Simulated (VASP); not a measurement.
## PbSe: single point with PBE

PbSe:

```xyz
2
Lattice="0.0000 3.0606 3.0606 3.0606 0.0000 3.0606 3.0606 3.0606 0.0000" Properties=species:S:1:pos:R:3 pbc="T T T"
Pb    0.0000    0.0000    0.0000
Se    3.0606    3.0606    3.0606
```

```json
{"Program": "VASP 6.6.1", "Task": "single point", "Functional": "PBE", "Potentials or basis": "VASP PAW PBE potentials, release 64 (Pb_d, Se)", "Cutoff": "520 eV", "k mesh": "4 × 4 × 4", "Occupations": "fermi-dirac, width 0.05 eV", "Spin": "no spin polarisation", "Dipole correction": "no", "k mesh for the DOS": "6 × 6 × 6", "Occupations for the DOS": "tetrahedron", "Further INCAR settings": "ALGO = Normal; EDIFF = 1e-06"}
```

* Valence electrons inside the program's atomic spheres: Pb 11.85; Se 3.82

Levels at points of the mesh, in eV from the valence-band top:
```
           k point  band 8  band 9  band 10  band 11  band 12  band 13
(0.00, 0.00, 0.00)   -1.88   -1.88    -1.88     4.71     4.71     4.71
(0.50, 0.00, 0.00)   -1.47   -1.47     0.00     0.29     1.70     1.70
(0.50, 0.50, 0.00)   -4.98   -3.23    -3.23     3.69     5.61     5.61
```

Wall time 17 s on 1 thread of Intel(R) Xeon(R) Platinum 8488C (Sapphire Rapids), with other jobs on the host, peak memory 0.17 GiB.

Caveat: the k points lie up to 0.44 Å⁻¹ apart; spin-orbit coupling is left out, which moves the levels of the heavy elements.
